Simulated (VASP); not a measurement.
# BeZn4O (F-43m) in VASP: single point with PBE

Aim: the single point of BeZn4O with PBE.

All numbers are computed with VASP 6.6.1; they aren't measurements. Logs are shortened: lines on timing, memory, paths and dates and some standing lists are left out, and cuts for length are marked.

### 1 The cell of the first run

It takes space group F-43m (No. 216, cubic). The conventional cell has a = 6.887 Å, b = 6.887 Å, c = 6.887 Å, α = 90.00°, β = 90.00°, γ = 90.00°. Within 3.8 Å of Be (site symmetry -43m) lie 12 Zn at 2.85 Å and 4 O at 2.98 Å. Within 3.2 Å of Zn (site symmetry 3m) lie 6 Zn at 2.42 to 2.45 Å and 3 Be at 2.85 Å and 3 O at 2.86 Å. O (site symmetry -43m) has 12 Zn at 2.86 Å and 4 Be at 2.98 Å within 3.8 Å.

### 2 Single point, PBE, collinear spin, ferromagnetic start

INCAR reads:

```
SYSTEM = BeZn4O
PREC     = Accurate       ! precision mode
ENCUT    = 520            ! plane-wave cutoff, eV
EDIFF    = 1E-6           ! SCF threshold, eV
ISMEAR   = 0              ! smearing method
SIGMA    = 0.1            ! smearing width, eV
LREAL    = .FALSE.        ! projectors in reciprocal space
LASPH    = .TRUE.         ! aspherical terms in the spheres
NELM     = 150            ! most SCF steps
ALGO     = Normal         ! electronic algorithm
ISIF     = 2              ! what is computed and relaxed
LWAVE    = .FALSE.        ! write WAVECAR
LCHARG   = .TRUE.         ! write CHGCAR
ISPIN    = 2              ! spin polarisation
MAGMOM   = 0 0 0 0 0 1    ! initial moments
LORBIT   = 11             ! projections on sites
GGA      = PE             ! functional
LELF     = .TRUE.         ! ELF
LVHAR    = .TRUE.       
NBANDS   = 41             ! bands
```

KPOINTS reads:

```
Automatic mesh
0
G
  4 4 4
  0 0 0
```

POSCAR reads:

```
BeZn4O
1.0
    0.0000000000      3.4433709500      3.4433709500
    3.4433709500      0.0000000000      3.4433709500
    3.4433709500      3.4433709500      0.0000000000
Be Zn O
1 4 1
Direct
    0.2500000000      0.2500000000      0.2500000000
    0.6242243300      0.1273270000      0.6242243300
    0.6242243300      0.6242243300      0.1273270000
    0.6242243300      0.6242243300      0.6242243300
    0.1273270000      0.6242243300      0.6242243300
    0.0000000000      0.0000000000      0.0000000000
```

Potentials or basis: VASP PAW PBE potentials, release 64 (Be, Zn, O).

Run with:

```console
$ cat potpaw_PBE.64/Be/POTCAR potpaw_PBE.64/Zn/POTCAR potpaw_PBE.64/O/POTCAR > POTCAR
$ mpirun -np 1 vasp_std > vasp.out
```

OUTCAR:

```text
SYSTEM = BeZn4O
   PREC = Accurate
   ENCUT = 520
   EDIFF = 1E-6
   ISMEAR = 0
   LREAL = .FALSE.
   LASPH = .TRUE.
   NELM = 150
   ISIF = 2
   ISPIN = 2
   LORBIT = 11
   GGA = PE

 ion  position               nearest neighbor table
   1  0.250  0.250  0.250-
   2  0.624  0.127  0.624-   3 2.42   4 2.42   5 2.42   5 2.45   3 2.45   4 2.45
   3  0.624  0.624  0.127-   2 2.42   4 2.42   5 2.42   2 2.45   5 2.45   4 2.45
   4  0.624  0.624  0.624-   2 2.42   3 2.42   5 2.42   5 2.45   2 2.45   3 2.45
   5  0.127  0.624  0.624-   2 2.42   3 2.42   4 2.42   2 2.45   3 2.45   4 2.45
   6  0.000  0.000  0.000-

  LATTYP: Found a face centered cubic cell.
 ALAT       =     6.8867419000

  Lattice vectors:

 A1 = (   0.0000000000,   3.4433709500,   3.4433709500)
 A2 = (   3.4433709500,   0.0000000000,   3.4433709500)
 A3 = (   3.4433709500,   3.4433709500,   0.0000000000)

Analysis of symmetry for initial positions (statically):
=====================================================================
 Subroutine PRICEL returns:
 Original cell was already a primitive cell.

 Routine SETGRP: Setting up the symmetry group for a
 face centered cubic supercell.

 Subroutine GETGRP returns: Found 24 space group operations
 (whereof 24 operations were pure point group operations)
 out of a pool of 48 trial point group operations.

The static configuration has the point symmetry T_d .

Analysis of symmetry for dynamics (positions and initial velocities):
=====================================================================
 Subroutine PRICEL returns:
 Original cell was already a primitive cell.

 Routine SETGRP: Setting up the symmetry group for a
 face centered cubic supercell.

 Subroutine GETGRP returns: Found 24 space group operations
 (whereof 24 operations were pure point group operations)
 out of a pool of 48 trial point group operations.

The dynamic configuration has the point symmetry T_d .

Analysis of structural, dynamic, and magnetic symmetry:
=====================================================================
 Subroutine PRICEL returns:
 Original cell was already a primitive cell.

 Routine SETGRP: Setting up the symmetry group for a
 face centered cubic supercell.

 Subroutine GETGRP returns: Found 24 space group operations
 (whereof 24 operations were pure point group operations)
 out of a pool of 48 trial point group operations.

The overall configuration has the point symmetry T_d .

 Subroutine INISYM returns: Found 24 space group operations
 (whereof 24 operations are pure point group operations),
 and found     1 'primitive' translations

----------------------------------------------------------------------------------------

                                     Primitive cell

  volume of cell :      81.6547

  direct lattice vectors                    reciprocal lattice vectors
     0.000000000  3.443370950  3.443370950    -0.145206545  0.145206545  0.145206545
     3.443370950  0.000000000  3.443370950     0.145206545 -0.145206545  0.145206545
     3.443370950  3.443370950  0.000000000     0.145206545  0.145206545 -0.145206545

  length of vectors
     4.869661898  4.869661898  4.869661898     0.251505114  0.251505114  0.251505114

  position of ions in fractional coordinates (direct lattice)
     0.250000000  0.250000000  0.250000000
     0.624224330  0.127327000  0.624224330
     0.624224330  0.624224330  0.127327000
     0.624224330  0.624224330  0.624224330
     0.127327000  0.624224330  0.624224330
     0.000000000  0.000000000  0.000000000

  ion indices of the primitive-cell ions
   primitive index   ion index
                 1           1
                 2           2
                 3           3
                 4           4
                 5           5
                 6           6

----------------------------------------------------------------------------------------

 KPOINTS: Automatic mesh

Automatic generation of k-mesh.
 Grid dimensions read from file:
 generate k-points for:    4    4    4

 Generating k-lattice:

  Cartesian coordinates                     Fractional coordinates (reciprocal lattice)
    -0.036301636  0.036301636  0.036301636     0.250000000  0.000000000  0.000000000
     0.036301636 -0.036301636  0.036301636     0.000000000  0.250000000  0.000000000
     0.036301636  0.036301636 -0.036301636     0.000000000  0.000000000  0.250000000

  Length of vectors
     0.062876279  0.062876279  0.062876279

  Shift w.r.t. Gamma in fractional coordinates (k-lattice)
     0.000000000  0.000000000  0.000000000

 Subroutine IBZKPT returns following result:
 ===========================================

 Found      8 irreducible k-points:

 Following reciprocal coordinates:
            Coordinates               Weight
  0.000000  0.000000  0.000000      1.000000
  0.250000  0.000000  0.000000      8.000000
  0.500000  0.000000  0.000000      4.000000
  0.250000  0.250000  0.000000      6.000000
  0.500000  0.250000  0.000000     24.000000
 -0.250000  0.250000  0.000000     12.000000
  0.500000  0.500000  0.000000      3.000000
 -0.250000  0.500000  0.250000      6.000000
   k-points           NKPTS =      8   k-points in BZ     NKDIM =      8   number of bands    NBANDS=     41
   number of dos      NEDOS =    301   number of ions     NIONS =      6
   total plane-waves  NPLWV =  46656
   dimension x,y,z NGX =    36 NGY =   36 NGZ =   36
   dimension x,y,z NGXF=    72 NGYF=   72 NGZF=   72
   ions per type =               1   4   1
   NGX,Y,Z   is equivalent  to a cutoff of  12.29, 12.29, 12.29 a.u.
   NGXF,Y,Z  is equivalent  to a cutoff of  24.58, 24.58, 24.58 a.u.
 SYSTEM =  BeZn4O
   PREC   = accura    normal or accurate (medium, high low for compatibility)
   ISTART =      0    job   : 0-new  1-cont  2-samecut
   ICHARG =      2    charge: 1-file 2-atom 10-const
   ISPIN  =      2    spin polarized calculation?
   LNONCOLLINEAR =      F non collinear calculations
   LSORBIT =      F    spin-orbit coupling
   LASPH  =      T    aspherical Exc in radial PAW
   ENCUT  =  520.0 eV  38.22 Ry    6.18 a.u.   9.05  9.05  9.05*2*pi/ulx,y,z
   NELM   =    150;   NELMIN=  2; NELMDL= -5     # of ELM steps
   EDIFF  = 0.1E-05   stopping-criterion for ELM
   LREAL  =      F    real-space projection
   EDIFFG = 0.1E-04   stopping-criterion for IOM
   NSW    =      0    number of steps for IOM
   IBRION =     -1    ionic relax: 0-MD 1-quasi-New 2-CG
   NFREE  =      0    steps in history (QN), initial steepest desc. (CG)
   ISIF   =      2    stress and relaxation
   ISYM   =      2    0-nonsym 1-usesym 2-fastsym
   POTIM  = 0.5000    time-step for ionic-motion
   TEBEG  =    0.0;   TEEND  =   0.0 temperature during run
   PSTRESS=    0.0 pullay stress
   NELECT =      56.0000    total number of electrons
   NUPDOWN=      -1.0000    fix difference up-down
   EMIN   =  10.00;   EMAX   =-10.00  energy-range for DOS
   EFERMI =   0.00;   METHOD = LEGACY
   ISMEAR =     0;   SIGMA  =   0.10  broadening in eV -4-tet -1-fermi 0-gaus
   EFERMI_NEDOS =   21; number of points for ismear=-14 and -15
   IALGO  =     38    algorithm
   IMIX   =      4    mixing-type and parameters
     AMIX     =   0.40;   BMIX     =  1.00
     AMIX_MAG =   1.60;   BMIX_MAG =  1.00
  volume/ion in A,a.u.               =      13.61        91.84
  Fermi-wavevector in a.u.,A,eV,Ry     =   1.443700  2.728198 28.358220  2.084270
  Thomas-Fermi vector in A             =   2.562078
   LORBIT       =     11    0 simple, 1 ext, 2 COOP (PROOUT), +10 PAW based schemes
   GGA     = PE    functional components
   LHFCALC =     F    Hartree Fock is set to
   AEXX    =    0.0000 exact exchange contribution
   IVDW    =     0    specifies the selected vdW correction
   LEPSILON=     F    determine dielectric tensor
   LRPA    =     F    only Hartree local field effects (RPA)
 spin polarized calculation
 Gauss-broadening in eV      SIGMA  =   0.10
  energy-cutoff  :      520.00
  volume of cell :       81.65
 maximum number of plane-waves:      2209
   NGX = 19   NGY = 19   NGZ = 19

 number of electron      56.0000055 magnetization       0.0134069

 number of electron      56.0000055 magnetization      -0.0001965

 Free energy of the ion-electron system (eV)
  ---------------------------------------------------
  ext. energy  EPLUGINS =         0.00000000
  ---------------------------------------------------
  free energy    TOTEN  =       -10.31147201 eV

  energy without entropy =      -10.26670233  energy(sigma->0) =      -10.28908717

 E-fermi :   2.6092     XC(G=0): -11.1015

 val. band max:        2.5721924082   @ k =   0.5000   0.2500   0.0000
 cond. band min:       2.6652444832   @ k =   0.5000   0.2500   0.0000
 fundamental gap:      0.0930520750
 Fermi energy:         2.6092135635

 spin component 1

 k-point     1 :       0.0000    0.0000    0.0000
  band No.  band energies     occupation
      1     -14.0000      1.00000
      2      -7.4913      1.00000
      3      -5.8944      1.00000
      4      -5.8944      1.00000
      5      -5.8944      1.00000
      6      -5.5368      1.00000
[... 32 lines left out ...]
     39      16.2689      0.00000
     40      18.6500      0.00000

 k-point     2 :       0.2500    0.0000    0.0000
  band No.  band energies     occupation
      1     -13.9676      1.00000
      2      -7.2092      1.00000
      3      -5.8425      1.00000
      4      -5.7644      1.00000
      5      -5.7644      1.00000
      6      -5.4464      1.00000
[... 247 lines left out ...]
     39      11.4618      0.00000
     40      12.7607      0.00000

 k-point     8 :      -0.2500    0.5000    0.2500
  band No.  band energies     occupation
      1     -13.9177      1.00000
      2      -6.1086      1.00000
      3      -5.9830      1.00000
      4      -5.5724      1.00000
      5      -5.5360      1.00000
      6      -5.2235      1.00000
[... 32 lines left out ...]
     39      13.8827      0.00000
     40      14.0090      0.00000
 Fermi energy:         2.6092135635

 spin component 2

 k-point     1 :       0.0000    0.0000    0.0000
  band No.  band energies     occupation
      1     -13.9999      1.00000
      2      -7.4913      1.00000
      3      -5.8944      1.00000
      4      -5.8944      1.00000
      5      -5.8944      1.00000
      6      -5.5368      1.00000
[... 32 lines left out ...]
     39      16.2688      0.00000
     40      18.6495      0.00000

 k-point     2 :       0.2500    0.0000    0.0000
  band No.  band energies     occupation
      1     -13.9675      1.00000
      2      -7.2092      1.00000
      3      -5.8425      1.00000
      4      -5.7644      1.00000
      5      -5.7644      1.00000
      6      -5.4464      1.00000
[... 247 lines left out ...]
     39      11.4618      0.00000
     40      12.7606      0.00000

 k-point     8 :      -0.2500    0.5000    0.2500
  band No.  band energies     occupation
      1     -13.9177      1.00000
      2      -6.1086      1.00000
      3      -5.9830      1.00000
      4      -5.5724      1.00000
      5      -5.5360      1.00000
      6      -5.2235      1.00000
[... 32 lines left out ...]
     39      13.8827      0.00000
     40      14.0089      0.00000
 [bands above 40 left out]

------------------------ aborting loop because EDIFF is reached ----------------------------------------

  FORCE on cell =-STRESS in cart. coord.  units (eV):
  Direction    XX          YY          ZZ          XY          YZ          ZX
  --------------------------------------------------------------------------------------
  -------------------------------------------------------------------------------------
  Total        1.8111391      1.8111391      1.8111391      0.0000000      0.0000000      0.0000000
  in kB       35.5370160     35.5370160     35.5370160      0.0000000      0.0000000      0.0000000
  external PRESSURE =      35.5370160 kB  Pullay stress =       0.0000000 kB

 VOLUME and BASIS-vectors are now :
 -----------------------------------------------------------------------------
  energy-cutoff  :      520.00
  volume of cell :       81.65
      direct lattice vectors                 reciprocal lattice vectors
     0.000000000  3.443370950  3.443370950    -0.145206545  0.145206545  0.145206545
     3.443370950  0.000000000  3.443370950     0.145206545 -0.145206545  0.145206545
     3.443370950  3.443370950  0.000000000     0.145206545  0.145206545 -0.145206545

 POSITION                                       TOTAL-FORCE (eV/Angst)
 -----------------------------------------------------------------------------------
      1.72169      1.72169      1.72169        -0.000000      0.000000      0.000000
      2.58787      4.29887      2.58787        -0.139731      0.139731     -0.139731
      2.58787      2.58787      4.29887        -0.139731     -0.139731      0.139731
      4.29887      4.29887      4.29887         0.139731      0.139731      0.139731
      4.29887      2.58787      2.58787         0.139731     -0.139731     -0.139731
      0.00000      0.00000      0.00000        -0.000000      0.000000      0.000000
 -----------------------------------------------------------------------------------
    total drift:                                0.000010      0.000010      0.000009

  FREE ENERGIE OF THE ION-ELECTRON SYSTEM (eV)
  ---------------------------------------------------
  free  energy   TOTEN  =       -10.3114720069 eV

  energy  without entropy=      -10.2667023290  energy(sigma->0) =      -10.28908717

 total charge

# of ion       s       p       d       tot
------------------------------------------
    1        0.374   0.337   0.000   0.711
    2        0.622   0.518   9.738  10.878
    3        0.622   0.518   9.738  10.878
    4        0.622   0.518   9.738  10.878
    5        0.622   0.518   9.738  10.878
    6        1.614   3.122   0.000   4.736
--------------------------------------------------
tot          4.476   5.531  38.952  48.959

 magnetization (x)

# of ion       s       p       d       tot
------------------------------------------
    1       -0.000  -0.000   0.000  -0.000
    2        0.000  -0.000  -0.000   0.000
    3        0.000  -0.000  -0.000   0.000
    4        0.000  -0.000  -0.000   0.000
    5        0.000  -0.000  -0.000   0.000
    6        0.000   0.000   0.000   0.000
--------------------------------------------------
tot          0.000   0.000  -0.000   0.000
```

Run time: 69 s. Hardware: 1 thread of Intel Xeon Platinum 8259CL at 2.50GHz (Skylake/Cascade Lake), shared host; peak memory 0.25 GiB.

Results:

* Free energy: -10.3115 eV
* Pressure: 3.6 GPa
* Largest force: 0.242 eV/Å
* Band gap on the k mesh: zero (filled and empty bands overlap)
* Net moment: 0.00 μB per cell
* Valence electrons inside the program's atomic spheres: Be 0.71; Zn 10.88; O 4.74

Forces in eV/Å, atoms in the order of the input:
```
Be   0.000  0.000  0.000
Zn  -0.140  0.140 -0.140
Zn  -0.140 -0.140  0.140
Zn   0.140  0.140  0.140
Zn   0.140 -0.140 -0.140
O    0.000  0.000  0.000
```

Levels at points of the mesh, in eV from the Fermi level:
Spin up:
```csv
k point,band 26,band 27,band 28,band 29,band 30,band 31
"(0.00, 0.00, 0.00)",-2.21,-0.06,-0.06,-0.06,2.12,2.56
"(0.50, 0.00, 0.00)",-2.27,-0.46,-0.41,-0.41,2.23,2.23
"(0.50, 0.50, 0.00)",-2.64,-0.47,0.26,0.26,0.71,6.06
```
Spin down:
```tsv
k point	band 26	band 27	band 28	band 29	band 30	band 31
(0.00, 0.00, 0.00)	-2.21	-0.06	-0.06	-0.06	2.12	2.56
(0.50, 0.00, 0.00)	-2.27	-0.46	-0.41	-0.41	2.23	2.23
(0.50, 0.50, 0.00)	-2.64	-0.47	0.26	0.26	0.71	6.06
```

Caveat: the k points lie up to 0.40 Å⁻¹ apart.
